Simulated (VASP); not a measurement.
# Zn4SeO3 (P6_3mc) in VASP: notebook

The runs below take Zn4SeO3 through single point, with PBE.

Everything below comes from runs of VASP 6.6.1. Logs are shortened: lines on timing, memory, paths and dates and some standing lists are left out, and cuts for length are marked.

## 1. The cell of the first run

Symmetry: P6_3mc, No. 186, hexagonal system. Conventional cell: a = 6.939 Å, b = 6.939 Å, c = 5.572 Å, α = 90.00°, β = 90.00°, γ = 120.00°. Within 2.8 Å of Zn (site symmetry 3m) lie 3 O at 2.10 Å and 1 Se at 2.46 Å. Within 2.7 Å of Zn (site symmetry m) lie 3 O at 2.00 to 2.01 Å and 1 Se at 2.39 Å. Se (site symmetry 3m) has 5 Zn at 2.39 to 3.11 Å within 3.2 Å. Within 2.7 Å of O (site symmetry m) lie 4 Zn at 2.00 to 2.10 Å.

## 2. Single point, PBE

The input, INCAR:

```
SYSTEM = Zn4SeO3
PREC     = Accurate       ! precision mode
ENCUT    = 520            ! plane-wave cutoff, eV
EDIFF    = 1E-7           ! SCF threshold, eV
ISMEAR   = 0              ! smearing method
SIGMA    = 0.15           ! smearing width, eV
LREAL    = Auto         
LASPH    = .True.         ! aspherical terms in the spheres
NELM     = 100            ! most SCF steps
ALGO     = Normal         ! electronic algorithm
ISIF     = 2              ! what is computed and relaxed
LWAVE    = .False.        ! write WAVECAR
LCHARG   = .False.        ! write CHGCAR
GGA      = PE             ! functional
NBANDS   = 86             ! bands
```

The input, KPOINTS:

```
Automatic mesh
0
Gamma
  2 2 2
  0 0 0
```

The input, POSCAR:

```
Zn4SeO3
1.0
    6.9387499551      0.0000000000      0.0000000000
   -3.4693749776      6.0091337317      0.0000000000
    0.0000000000      0.0000000000      5.5723933693
Zn Se O
8 2 6
Direct
    0.3333333333      0.6666666667      0.4502487826
    0.2939486645      0.1469743323      0.3600119151
    0.8530256677      0.7060513355      0.3600119151
    0.8530256677      0.1469743323      0.3600119151
    0.6666666667      0.3333333333      0.9502487826
    0.1469743323      0.2939486645      0.8600119151
    0.7060513355      0.8530256677      0.8600119151
    0.1469743323      0.8530256677      0.8600119151
    0.6666666667      0.3333333333      0.5087838069
    0.3333333333      0.6666666667      0.0087838069
    0.1599087192      0.3198174384      0.5019772217
    0.1599087192      0.8400912808      0.5019772217
    0.6801825616      0.8400912808      0.5019772217
    0.3198174384      0.1599087192      0.0019772217
    0.8400912808      0.6801825616      0.0019772217
    0.8400912808      0.1599087192      0.0019772217
```

Potentials or basis: VASP PAW PBE potentials, release 64 (Zn, Se, O).

Command:

```bash
$ cat potpaw_PBE.64/Zn/POTCAR potpaw_PBE.64/Se/POTCAR potpaw_PBE.64/O/POTCAR > POTCAR
$ mpirun -np 1 vasp_std > vasp.out
```

OUTCAR:

```text
SYSTEM = Zn4SeO3
   PREC = Accurate
   ENCUT = 520
   EDIFF = 1E-7
   ISMEAR = 0
   LREAL = Auto
   LASPH = .True.
   NELM = 100
   ISIF = 2
   GGA = PE

 ion  position               nearest neighbor table
   1  0.333  0.667  0.450-  12 2.10  13 2.10  11 2.10  10 2.46
   2  0.294  0.147  0.360-  14 2.00  11 2.01  12 2.01   9 2.39
   3  0.853  0.706  0.360-  15 2.00  13 2.01  12 2.01   9 2.39
   4  0.853  0.147  0.360-  16 2.00  11 2.01  13 2.01   9 2.39
   5  0.667  0.333  0.950-  16 2.10  14 2.10  15 2.10   9 2.46
   6  0.147  0.294  0.860-  11 2.00  14 2.01  16 2.01  10 2.39
[... 8 lines left out ...]
  15  0.840  0.680  0.002-   3 2.00   7 2.01   8 2.01   5 2.10
  16  0.840  0.160  0.002-   4 2.00   6 2.01   7 2.01   5 2.10

  LATTYP: Found a hexagonal cell.
 ALAT       =     6.9387499551
 C/A-ratio  =     0.8030831786

  Lattice vectors:

 A1 = (   6.9387499551,   0.0000000000,   0.0000000000)
 A2 = (  -3.4693749776,   6.0091337317,   0.0000000000)
 A3 = (   0.0000000000,   0.0000000000,   5.5723933693)

Analysis of symmetry for initial positions (statically):
=====================================================================
 Subroutine PRICEL returns:
 Original cell was already a primitive cell.

 Routine SETGRP: Setting up the symmetry group for a
 hexagonal supercell.

 Subroutine GETGRP returns: Found 12 space group operations
 (whereof  6 operations were pure point group operations)
 out of a pool of 24 trial point group operations.

The static configuration has the point symmetry C_3v.
 The point group associated with its full space group is C_6v.

Analysis of symmetry for dynamics (positions and initial velocities):
=====================================================================
 Subroutine PRICEL returns:
 Original cell was already a primitive cell.

 Routine SETGRP: Setting up the symmetry group for a
 hexagonal supercell.

 Subroutine GETGRP returns: Found 12 space group operations
 (whereof  6 operations were pure point group operations)
 out of a pool of 24 trial point group operations.

The dynamic configuration has the point symmetry C_3v.
 The point group associated with its full space group is C_6v.

 Subroutine INISYM returns: Found 12 space group operations
 (whereof  6 operations are pure point group operations),
 and found     1 'primitive' translations

[... 106 lines left out ...]
   NFREE  =      0    steps in history (QN), initial steepest desc. (CG)
   ISIF   =      2    stress and relaxation
   ISYM   =      2    0-nonsym 1-usesym 2-fastsym
   POTIM  = 0.5000    time-step for ionic-motion
   TEBEG  =    0.0;   TEEND  =   0.0 temperature during run
   PSTRESS=    0.0 pullay stress
   NELECT =     144.0000    total number of electrons
   NUPDOWN=      -1.0000    fix difference up-down
   EMIN   =  10.00;   EMAX   =-10.00  energy-range for DOS
   EFERMI =   0.00;   METHOD = LEGACY
   ISMEAR =     0;   SIGMA  =   0.15  broadening in eV -4-tet -1-fermi 0-gaus
   EFERMI_NEDOS =   21; number of points for ismear=-14 and -15
   IALGO  =     38    algorithm
   IMIX   =      4    mixing-type and parameters
     AMIX     =   0.40;   BMIX     =  1.00
     AMIX_MAG =   1.60;   BMIX_MAG =  1.00
  volume/ion in A,a.u.               =      14.52        98.00
  Fermi-wavevector in a.u.,A,eV,Ry     =   1.395781  2.637644 26.506944  1.948205
  Thomas-Fermi vector in A             =   2.519200
   LORBIT       =      0    0 simple, 1 ext, 2 COOP (PROOUT), +10 PAW based schemes
   GGA     = PE    functional components
   LHFCALC =     F    Hartree Fock is set to
   AEXX    =    0.0000 exact exchange contribution
   IVDW    =     0    specifies the selected vdW correction
   LEPSILON=     F    determine dielectric tensor
   LRPA    =     F    only Hartree local field effects (RPA)
 non-spin polarized calculation
 Gauss-broadening in eV      SIGMA  =   0.15
  energy-cutoff  :      520.00
  volume of cell :      232.35
 maximum number of plane-waves:      6276
 NGX is ok and might be reduce to    54
   NGX = 25   NGY = 25   NGZ = 21

 number of electron     144.0000054 magnetization

 Free energy of the ion-electron system (eV)
  ---------------------------------------------------
  ext. energy  EPLUGINS =         0.00000000
  ---------------------------------------------------
  free energy    TOTEN  =       -64.07838661 eV

  energy without entropy =      -64.07781092  energy(sigma->0) =      -64.07809877

 E-fermi :   1.6813     XC(G=0): -10.3860

 val. band max:        1.3714308450   @ k =   0.0000   0.0000   0.0000
 cond. band min:       1.9673775447   @ k =   0.0000   0.0000   0.0000
 fundamental gap:      0.5959466997
 Fermi energy:         1.6812613575

 k-point     1 :       0.0000    0.0000    0.0000
  band No.  band energies     occupation
      1     -16.3189      2.00000
      2     -15.9495      2.00000
      3     -15.9495      2.00000
      4     -15.9080      2.00000
      5     -15.7726      2.00000
      6     -15.7726      2.00000
[... 337 lines left out ...]
     83       8.3584      0.00000
     84       8.3584      0.00000
 [bands above 84 left out]

------------------------ aborting loop because EDIFF is reached ----------------------------------------

  FORCE on cell =-STRESS in cart. coord.  units (eV):
  Direction    XX          YY          ZZ          XY          YZ          ZX
  --------------------------------------------------------------------------------------
  -------------------------------------------------------------------------------------
  Total        1.8797383      1.8797383      1.7118555     -0.0000000      0.0000000      0.0000000
  in kB       12.9620320     12.9620320     11.8043701     -0.0000000      0.0000000      0.0000000
  external PRESSURE =      12.5761447 kB  Pullay stress =       0.0000000 kB

 VOLUME and BASIS-vectors are now :
 -----------------------------------------------------------------------------
  energy-cutoff  :      520.00
  volume of cell :      232.35
      direct lattice vectors                 reciprocal lattice vectors
     6.938749955  0.000000000  0.000000000     0.144118178  0.083206669  0.000000000
    -3.469374978  6.009133732  0.000000000     0.000000000  0.166413338  0.000000000
     0.000000000  0.000000000  5.572393369     0.000000000  0.000000000  0.179456103

 POSITION                                       TOTAL-FORCE (eV/Angst)
 -----------------------------------------------------------------------------------
     -0.00000      4.00609      2.50896        -0.000000     -0.000000     -0.018982
      1.52973      0.88319      2.00613         0.043239      0.024964     -0.030178
      3.46937      4.24276      2.00613         0.000000     -0.049928     -0.030178
      5.40902      0.88319      2.00613        -0.043239      0.024964     -0.030178
      3.46937      2.00304      5.29516        -0.000000     -0.000000     -0.018982
      0.00000      1.76638      4.79232        -0.000000      0.049928     -0.030178
[... 8 lines left out ...]
      3.46937      4.08731      0.01102         0.000000     -0.050646      0.024916
      5.27440      0.96091      0.01102        -0.043861      0.025323      0.024916
 -----------------------------------------------------------------------------------
    total drift:                               -0.000001      0.000001      0.018089

  FREE ENERGIE OF THE ION-ELECTRON SYSTEM (eV)
  ---------------------------------------------------
  free  energy   TOTEN  =       -64.0783866119 eV

  energy  without entropy=      -64.0778109196  energy(sigma->0) =      -64.07809877
```

stdout:

```text
POSCAR found type information on POSCAR ZnSeO
 POSCAR found :  3 types and      16 ions
 scaLAPACK will be used
 LDA part: xc-table for (Slater+PW92), standard interpolation
 POSCAR, INCAR and KPOINTS ok, starting setup
 FFT: planning ... GRIDC
 FFT: planning ... GRID_SOFT
 FFT: planning ... GRID
 WAVECAR not read
 entering main loop
```

It took 3.6 min on 1 thread of Intel Xeon Platinum 8488C (Sapphire Rapids), shared host; peak memory 0.37 GiB.

What came out:

| Property | Result |
| --- | --- |
| Free energy | -64.0784 eV |
| Pressure | 1.3 GPa |
| Largest force | 0.058 eV/Å |
| Band gap on the k mesh | 0.60 eV, direct |

Forces in eV/Å, atoms in the order of the input:
```
Zn   0.000  0.000 -0.019
Zn   0.043  0.025 -0.030
Zn   0.000 -0.050 -0.030
Zn  -0.043  0.025 -0.030
Zn   0.000  0.000 -0.019
Zn   0.000  0.050 -0.030
Zn  -0.043 -0.025 -0.030
Zn   0.043 -0.025 -0.030
Se   0.000  0.000  0.035
Se   0.000  0.000  0.035
O    0.000  0.051  0.025
O    0.044 -0.025  0.025
O   -0.044 -0.025  0.025
O    0.044  0.025  0.025
O    0.000 -0.051  0.025
O   -0.044  0.025  0.025
```

Stress tensor (GPa, compression positive):
```
1.30 0.00 0.00
0.00 1.30 0.00
0.00 0.00 1.18
```

Caveat: the k points lie up to 0.56 Å⁻¹ apart. Expect the measured gap to be larger: semilocal functionals such as PBE lack the derivative discontinuity.

## 3. Single point, PBE

This run uses another cell than the first one, of 14.60 Å³/atom, 1.005 times its volume.

The input, INCAR:

```
PREC = Accurate
ENCUT = 600
EDIFF = 1E-6
ISMEAR = 0
SIGMA = 0.02
LREAL = F
LASPH = T
NELM = 120
ALGO = Normal
ISIF = 2
LWAVE = F
LCHARG = F
GGA = PE
NBANDS = 86
GGA_COMPAT = F
```

The input, KPOINTS:

```
Automatic mesh
0
Gamma
  6 6 6
```

The input, POSCAR:

```
Zn4SeO3
1.0
    6.9361549347      0.0000000000      0.0000000000
   -3.4680774674      6.0068863781      0.0000000000
    0.0000000000      0.0000000000      5.6061790820
Zn Se O
8 2 6
Direct
    0.3333333333      0.6666666667      0.4489065200
    0.2945506241      0.1472753121      0.3589739103
    0.8527246879      0.7054493759      0.3589739103
    0.8527246879      0.1472753121      0.3589739103
    0.6666666667      0.3333333333      0.9489065200
    0.1472753121      0.2945506241      0.8589739103
    0.7054493759      0.8527246879      0.8589739103
    0.1472753121      0.8527246879      0.8589739103
    0.6666666667      0.3333333333      0.5105638169
    0.3333333333      0.6666666667      0.0105638169
    0.1601664065      0.3203328131      0.5028693107
    0.1601664065      0.8398335935      0.5028693107
    0.6796671869      0.8398335935      0.5028693107
    0.3203328131      0.1601664065      0.0028693107
    0.8398335935      0.6796671869      0.0028693107
    0.8398335935      0.1601664065      0.0028693107
```

Potentials or basis: VASP PAW PBE potentials, release 64 (Zn, Se, O).

Command:

```bash
$ cat potpaw_PBE.64/Zn/POTCAR potpaw_PBE.64/Se/POTCAR potpaw_PBE.64/O/POTCAR > POTCAR
$ mpirun -np 1 vasp_std > vasp.out
```

Run time: 28 min. Hardware: 1 thread of Intel Xeon 8259CL, shared host; peak memory 0.73 GiB.

It converged, with:

| Property | Result |
| --- | --- |
| Free energy | -64.2451 eV |
| Pressure | 0.5 GPa |
| Largest force | 0.025 eV/Å |
| Band gap on the k mesh | 0.58 eV, direct |

Forces on the atoms (eV/Å):
```
Zn   0.000  0.000 -0.002
Zn   0.018  0.010  0.008
Zn   0.000 -0.021  0.008
Zn  -0.018  0.010  0.008
Zn   0.000  0.000 -0.002
Zn   0.000  0.021  0.008
Zn  -0.018 -0.010  0.008
Zn   0.018 -0.010  0.008
Se   0.000  0.000  0.006
Se   0.000  0.000  0.006
O    0.000  0.023 -0.010
O    0.020 -0.012 -0.010
O   -0.020 -0.012 -0.010
O    0.020  0.012 -0.010
O    0.000 -0.023 -0.010
O   -0.020  0.012 -0.010
```

Stress tensor (GPa, compression positive):
```
0.47 0.00 0.00
0.00 0.47 0.00
0.00 0.00 0.62
```

Levels at points of the mesh, in eV from the valence-band top:
```csv
k point,band 69,band 70,band 71,band 72,band 73,band 74,band 75,band 76
"(0.00, 0.00, 0.00)",-0.27,-0.27,0.00,0.00,0.58,2.71,4.61,4.61
"(0.50, 0.00, 0.00)",-0.72,-0.62,-0.34,-0.29,2.75,3.02,3.84,5.08
"(0.00, 0.00, 0.50)",-0.18,-0.18,-0.18,-0.18,3.05,3.05,4.15,4.15
"(0.50, 0.00, 0.50)",-0.73,-0.73,-0.43,-0.43,3.58,3.58,4.87,4.87
```
